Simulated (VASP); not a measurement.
Set up this calculation in VASP 6.6.1, as the native input.

```
Task                   : relaxation of cell and atoms
Functional             : PBE
Potentials or basis    : VASP PAW PBE potentials, release 64 (Bi_d)
Cutoff                 : 600 eV
k mesh                 : 16 × 16 × 16
Occupations            : gaussian, width 0.1 eV
Spin                   : no spin polarisation
Dipole correction      : no
Further INCAR settings : ALGO = Normal; EDIFF = 1e-07; IBRION = 2; EDIFFG = -0.01; NSW = 100; ISIF = 3
```

The structure of Bi lies in POSCAR:

```
Bi
1.0
    3.2802700223      0.0000000000      0.0000000000
    0.0000000000      3.2802700223      0.0000000000
    0.0000000000      0.0000000000      3.2802700223
Bi
1
Direct
    0.5000000000      0.5000000000      0.5000000000
```

One way to write it, as run:

INCAR

```
PREC = Accurate
ENCUT = 600
EDIFF = 1E-7
ISMEAR = 0
SIGMA = 0.1
LREAL = F
LASPH = T
NELM = 80
ALGO = Normal
ISIF = 3
LWAVE = F
LCHARG = F
GGA = PE
IBRION = 2
NSW = 100
EDIFFG = -0.01
```

KPOINTS

```
Automatic mesh
0
Gamma
  16 16 16
```

Potentials or basis: VASP PAW PBE potentials, release 64 (Bi_d).

The run is started by

```bash
$ cat potpaw_PBE.64/Bi_d/POTCAR > POTCAR
$ mpirun -np 1 vasp_std > vasp.out
```

Results of the run:

The relaxed volume is 35.12 Å³/atom and the relaxed cell is a = 3.275 Å, b = 3.275 Å, c = 3.275 Å, α = 90.00°, β = 90.00°, γ = 90.00°. The space group after relaxing (to 0.05 Å) is Pm-3m (No. 221) and the energy gained by relaxing is 0.1 meV/atom. The ionic steps are 3 and the pressure after relaxing is 0.0 GPa.

It took 91 s on 1 thread of Intel Xeon 6975P-C, with other jobs on the host, peak memory 0.22 GiB.
